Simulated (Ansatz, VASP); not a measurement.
In2GeS2: VASP beside Ansatz

```
In Ge S
1.0
     3.79643    0.00000    0.00000
    -1.89822    3.28781    0.00000
     0.00000    0.00000   10.17692
In Ge S
2 1 2
Direct
  0.33333 0.66667 0.28854
  0.66667 0.33333 0.71146
  0.00000 0.00000 0.50000
  0.33333 0.66667 0.83778
  0.66667 0.33333 0.16222
```

Change from the starting cell: species swapped into the La2GeI2 type (P-3m1, No. 164).

Alike in both runs: functional PBE; k mesh 6 × 6 × 2; occupations gaussian, width 0.1 eV; no spin polarisation.

Ansatz relaxed the structure, and its values are those at the end. VASP's run is a single point on that final structure, the one shown.

|  | VASP | Ansatz |
| --- | --- | --- |
| version | VASP 6.6.1 | Ansatz 0.2.0 |
| potentials or method | VASP PAW PBE potentials, release 64 (In_d, Ge_d, S), cutoff 520 eV | scalar-relativistic, plane waves, PAW |
| valence electrons in the cell | 52 | 52 |

```csv
,VASP,Ansatz,Ansatz less VASP
gap on the k mesh at the Fermi level (eV),none,none,-
pressure (GPa),0.0,0.1,+0.06
rms of the force components (eV/Å),0.006,0.008,+0.0024
```

A gap of «none» marks a metal or a gap that the smearing closes. The functional is the same, so the differences come from potentials, cutoffs and numerics.
